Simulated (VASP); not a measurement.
# Si (P1) in VASP: a series of runs

Si is run at these levels: PBEsol; tasks: single point.

Everything below comes from runs of VASP 6.6.1. Logs are shortened: lines on timing, memory, paths and dates and some standing lists are left out, and cuts for length are marked.

## 1. The cell of the first run

The typed cell holds 4 atoms: a = 7.699 Å, b = 3.849 Å, c = 3.849 Å, α = 60.00°, β = 60.00°, γ = 60.00°.

## 2. Single point, PBEsol

Contents of INCAR:

```
PREC = Accurate
ENCUT = 520
EDIFF = 1E-6
ISMEAR = -1
SIGMA = 0.08
LREAL = False
LASPH = True
NELM = 100
ALGO = Normal
ISIF = 2
LWAVE = False
LCHARG = True
GGA = PS
LELF = True
LVHAR = True
NBANDS = 16
```

Contents of KPOINTS:

```
regular mesh
0
Gamma
  3 6 6
```

Contents of POSCAR:

```
Si
1.0
    0.0000000000      5.4437023730      5.4437023730
    2.7218511865      0.0000000000      2.7218511865
    2.7218511865      2.7218511865      0.0000000000
Si
4
Direct
    0.3794600363      0.7396530383      0.7602577651
    0.8637482687      0.7616920831      0.7314556761
    0.2501280207      0.4795194192      0.5291885564
    0.7548317704      0.5007193291      0.4918555087
```

Potentials or basis: VASP PAW PBE potentials, release 64 (Si).

On the command line:

```sh
cat potpaw_PBE.64/Si/POTCAR > POTCAR
mpirun -np 1 vasp_std > vasp.out
```

OUTCAR:

```text
PREC = Accurate
   ENCUT = 520
   EDIFF = 1E-6
   ISMEAR = -1
   LREAL = False
   LASPH = True
   NELM = 100
   ISIF = 2
   GGA = PS

 ion  position               nearest neighbor table
   1  0.379  0.740  0.760-   3 2.33   3 2.36   4 2.36   3 2.42
   2  0.864  0.762  0.731-   4 2.26   4 2.33   4 2.39   3 2.44
   3  0.250  0.480  0.529-   1 2.33   1 2.36   1 2.42   2 2.44
   4  0.755  0.501  0.492-   2 2.26   2 2.33   1 2.36   2 2.39

  LATTYP: Found a trigonal (rhomboedric) cell.
 ALAT       =     6.6671465627
 COS(alpha) =     0.8333333333

  Lattice vectors:

 A1 = (   2.7218511865,  -2.7218511865,  -5.4437023730)
 A2 = (   5.4437023730,  -2.7218511865,  -2.7218511865)
 A3 = (   2.7218511865,  -5.4437023730,  -2.7218511865)

Analysis of symmetry for initial positions (statically):
=====================================================================
 Subroutine PRICEL returns:
 Original cell was already a primitive cell.

 Routine SETGRP: Setting up the symmetry group for a
 trigonal (rhombohedral) supercell.

 Subroutine GETGRP returns: Found  1 space group operations
 (whereof  1 operations were pure point group operations)
 out of a pool of 12 trial point group operations.

The static configuration has the point symmetry C_1 .

Analysis of symmetry for dynamics (positions and initial velocities):
=====================================================================
 Subroutine PRICEL returns:
 Original cell was already a primitive cell.

 Routine SETGRP: Setting up the symmetry group for a
 trigonal (rhombohedral) supercell.

 Subroutine GETGRP returns: Found  1 space group operations
 (whereof  1 operations were pure point group operations)
 out of a pool of 12 trial point group operations.

The dynamic configuration has the point symmetry C_1 .

 Subroutine INISYM returns: Found  1 space group operations
 (whereof  1 operations are pure point group operations),
 and found     1 'primitive' translations

----------------------------------------------------------------------------------------

                                     Primitive cell

  volume of cell :      80.6591

  direct lattice vectors                    reciprocal lattice vectors
     0.000000000  5.443702373  5.443702373    -0.091849254  0.091849254  0.091849254
     2.721851186  0.000000000  2.721851186     0.183698507 -0.183698507  0.183698507
     2.721851186  2.721851186  0.000000000     0.183698507  0.183698507 -0.183698507
[... 109 lines left out ...]
   EDIFFG = 0.1E-04   stopping-criterion for IOM
   NSW    =      0    number of steps for IOM
   IBRION =     -1    ionic relax: 0-MD 1-quasi-New 2-CG
   NFREE  =      0    steps in history (QN), initial steepest desc. (CG)
   ISIF   =      2    stress and relaxation
   ISYM   =      2    0-nonsym 1-usesym 2-fastsym
   POTIM  = 0.5000    time-step for ionic-motion
   TEBEG  =    0.0;   TEEND  =   0.0 temperature during run
   PSTRESS=    0.0 pullay stress
   NELECT =      16.0000    total number of electrons
   NUPDOWN=      -1.0000    fix difference up-down
   EMIN   =  10.00;   EMAX   =-10.00  energy-range for DOS
   EFERMI =   0.00;   METHOD = LEGACY
   ISMEAR =    -1;   SIGMA  =   0.08  broadening in eV -4-tet -1-fermi 0-gaus
   EFERMI_NEDOS =   21; number of points for ismear=-14 and -15
   IALGO  =     38    algorithm
   IMIX   =      4    mixing-type and parameters
     AMIX     =   0.40;   BMIX     =  1.00
     AMIX_MAG =   1.60;   BMIX_MAG =  1.00
  volume/ion in A,a.u.               =      20.16       136.08
  Fermi-wavevector in a.u.,A,eV,Ry     =   0.954766  1.804247 12.402783  0.911579
  Thomas-Fermi vector in A             =   2.083543
   LORBIT       =      0    0 simple, 1 ext, 2 COOP (PROOUT), +10 PAW based schemes
   GGA     = PS    functional components
   LHFCALC =     F    Hartree Fock is set to
   AEXX    =    0.0000 exact exchange contribution
   IVDW    =     0    specifies the selected vdW correction
   LEPSILON=     F    determine dielectric tensor
   LRPA    =     F    only Hartree local field effects (RPA)
 non-spin polarized calculation
  energy-cutoff  :      520.00
  volume of cell :       80.66
 maximum number of plane-waves:      2183
 NGX is ok and might be reduce to    60
   NGX = 29   NGY = 15   NGZ = 15

 number of electron      16.0000000 magnetization

 Free energy of the ion-electron system (eV)
  ---------------------------------------------------
  ext. energy  EPLUGINS =         0.00000000
  ---------------------------------------------------
  free energy    TOTEN  =       -22.80468685 eV

  energy without entropy =      -22.80001043  energy(sigma->0) =      -22.80234864

 E-fermi :   6.0411     XC(G=0):  -9.5262

 val. band max:        5.7636627405   @ k =   0.0000   0.0000   0.0000
 cond. band min:       6.0642209020   @ k =   0.0000   0.0000   0.0000
 fundamental gap:      0.3005581615
 Fermi energy:         6.0410912254

 k-point     1 :       0.0000    0.0000    0.0000
  band No.  band energies     occupation
      1      -6.2438      2.00000
      2      -3.9497      2.00000
      3      -1.1105      2.00000
      4       4.2156      2.00000
      5       4.6674      2.00000
      6       5.4580      1.99863
[... 433 lines left out ...]
      3      -1.0460      2.00000
      4      -0.8953      2.00000
      5       2.1339      2.00000
      6       2.9847      2.00000
[... 8 lines left out ...]
     15      13.0839      0.00000
     16      13.2741      0.00000

 [... further k-points ...]

------------------------ aborting loop because EDIFF is reached ----------------------------------------

  FORCE on cell =-STRESS in cart. coord.  units (eV):
  Direction    XX          YY          ZZ          XY          YZ          ZX
  --------------------------------------------------------------------------------------
  -------------------------------------------------------------------------------------
  Total        0.0405252     -0.2514117     -0.0193562      0.1769138      0.2644306      1.4720212
  in kB        0.8049753     -4.9939354     -0.3844840      3.5141416      5.2525374     29.2396070
  external PRESSURE =      -1.5244814 kB  Pullay stress =       0.0000000 kB

 VOLUME and BASIS-vectors are now :
 -----------------------------------------------------------------------------
  energy-cutoff  :      520.00
  volume of cell :       80.66
      direct lattice vectors                 reciprocal lattice vectors
     0.000000000  5.443702373  5.443702373    -0.091849254  0.091849254  0.091849254
     2.721851186  0.000000000  2.721851186     0.183698507 -0.183698507  0.183698507
     2.721851186  2.721851186  0.000000000     0.183698507  0.183698507 -0.183698507

 POSITION                                       TOTAL-FORCE (eV/Angst)
 -----------------------------------------------------------------------------------
      4.08253      4.13498      4.07889         0.197431      0.327875     -0.528422
      4.06413      6.69290      6.77520         0.211542      1.541160      0.699597
      2.74555      2.80199      2.66680         0.039937     -0.767481      0.286519
      2.70164      5.44784      5.47196        -0.448910     -1.101554     -0.457693
 -----------------------------------------------------------------------------------
    total drift:                                0.000010      0.000010      0.000015

  FREE ENERGIE OF THE ION-ELECTRON SYSTEM (eV)
  ---------------------------------------------------
  free  energy   TOTEN  =       -22.8046868490 eV

  energy  without entropy=      -22.8000104282  energy(sigma->0) =      -22.80234864
```

OSZICAR:

```text
N       E                     dE             d eps       ncg     rms          rms(c)
DAV:   1     0.252023254370E+02    0.25202E+02   -0.59241E+03  1792   0.817E+02
DAV:   2    -0.214037400286E+02   -0.46606E+02   -0.42258E+02  2464   0.120E+02
DAV:   3    -0.232362809202E+02   -0.18325E+01   -0.18190E+01  2384   0.228E+01
DAV:   4    -0.232564788837E+02   -0.20198E-01   -0.20191E-01  2344   0.309E+00
DAV:   5    -0.232568300209E+02   -0.35114E-03   -0.35110E-03  2392   0.383E-01    0.701E+00
DAV:   6    -0.229439282551E+02    0.31290E+00   -0.11901E-01  2064   0.165E+00    0.419E+00
DAV:   7    -0.228033641521E+02    0.14056E+00   -0.23189E-01  2104   0.233E+00    0.259E-01
DAV:   8    -0.228043438418E+02   -0.97969E-03   -0.16212E-02  2264   0.686E-01    0.146E-01
DAV:   9    -0.228045948512E+02   -0.25101E-03   -0.55360E-04  2384   0.137E-01    0.755E-02
DAV:  10    -0.228046720978E+02   -0.77247E-04   -0.80163E-05  2248   0.466E-02    0.312E-02
DAV:  11    -0.228046866878E+02   -0.14590E-04   -0.20083E-05  2296   0.264E-02    0.557E-03
DAV:  12    -0.228046868490E+02   -0.16118E-06   -0.62961E-07  1784   0.496E-03
   1 F= -.22804687E+02 E0= -.22802349E+02  d E =-.467642E-02
```

It took 29 s on 1 thread of Intel Xeon 6975P-C (Granite Rapids), shared host; peak memory 0.23 GiB.

Results:

| Property | Result |
| --- | --- |
| Free energy | -22.8047 eV |
| Pressure | -0.2 GPa |
| Largest force | 1.706 eV/Å |
| Band gap on the k mesh | 0.07 eV (least direct gap 1.03 eV) |

Forces on the atoms (eV/Å):
```
Si   0.197  0.328 -0.528
Si   0.212  1.541  0.700
Si   0.040 -0.767  0.287
Si  -0.449 -1.102 -0.458
```

Stress tensor (GPa, compression positive):
```
 0.08  0.35  2.92
 0.35 -0.50  0.53
 2.92  0.53 -0.04
```

Caveat: the smearing spreads over this small gap; semilocal functionals underestimate gaps, and a narrow one can read as zero; the PAW data sets were made with another functional, which shifts forces and pressure a little.

## 3. Single point, PBEsol

Contents of INCAR:

```
SYSTEM = Si
PREC     = Accurate       ! precision mode
ENCUT    = 520            ! plane-wave cutoff, eV
EDIFF    = 1E-7           ! SCF threshold, eV
ISMEAR   = -1             ! smearing method
SIGMA    = 0.08           ! smearing width, eV
LREAL    = .False.        ! projectors in reciprocal space
LASPH    = .True.         ! aspherical terms in the spheres
NELM     = 100            ! most SCF steps
ALGO     = Normal         ! electronic algorithm
ISIF     = 2              ! what is computed and relaxed
LWAVE    = .False.        ! write WAVECAR
LCHARG   = .False.        ! write CHGCAR
GGA      = PS             ! functional
NBANDS   = 16             ! bands
```

Contents of KPOINTS:

```
Automatic mesh
0
Gamma
  3 6 6
  0 0 0
```

Contents of POSCAR:

```
Si
1.0
    0.0000000000      5.4437023730      5.4437023730
    2.7218511865      0.0000000000      2.7218511865
    2.7218511865      2.7218511865      0.0000000000
Si
4
Direct
    0.3804275763      0.7329171815      0.7722165379
    0.8707520498      0.7671903631      0.7144310496
    0.2401234326      0.4747983675      0.5511460389
    0.7470354221      0.5106614597      0.4806003012
```

Potentials or basis: VASP PAW PBE potentials, release 64 (Si).

On the command line:

```sh
cat potpaw_PBE.64/Si/POTCAR > POTCAR
mpirun -np 1 vasp_std > vasp.out
```

It took 31 s on 1 thread of Intel Xeon 6975P-C (Granite Rapids), shared host; peak memory 0.23 GiB.

It converged, with:

```yaml
Free_energy: -22.8199 eV
Pressure: -0.4 GPa
Largest_force: 1.195 eV/Å
Band_gap_on_the_k_mesh: 0.06 eV (least direct gap 1.13 eV)
```

Forces on the atoms (eV/Å):
```
Si   0.499 -0.113 -1.081
Si   0.415  0.640 -0.228
Si  -0.430 -0.186  1.022
Si  -0.483 -0.341  0.287
```

Stress tensor (GPa, compression positive):
```
-0.30 -1.88  0.99
-1.88 -0.52  1.32
 0.99  1.32 -0.47
```

Levels at points of the mesh, in eV from the valence-band top:
```
           k point  band 4  band 5  band 6  band 7  band 8  band 9  band 10  band 11  band 12  band 13
(0.00, 0.00, 0.00)   -1.73   -1.37   -0.64   -0.44    0.00    1.13     1.91     2.18     2.31     2.79
(0.00, 0.50, 0.00)   -7.45   -3.33   -3.14   -1.73   -1.35    0.05     0.39     1.07     2.71     3.17
(0.00, 0.00, 0.50)   -7.07   -3.29   -3.17   -1.69   -1.54    0.16     0.20     0.99     2.72     2.90
(0.00, 0.50, 0.50)   -7.34   -3.29   -3.15   -1.78   -1.35    0.10     0.36     1.03     2.67     3.14
```

Caveat: the smearing spreads over this small gap; semilocal functionals underestimate gaps, and a narrow one can read as zero; the PAW data sets were made with another functional, which shifts forces and pressure a little. A k mesh can miss the band edges.

[end of part 1 of 2]

The gap in the log of VASP goes by the Fermi energy; the results here count the filled bands.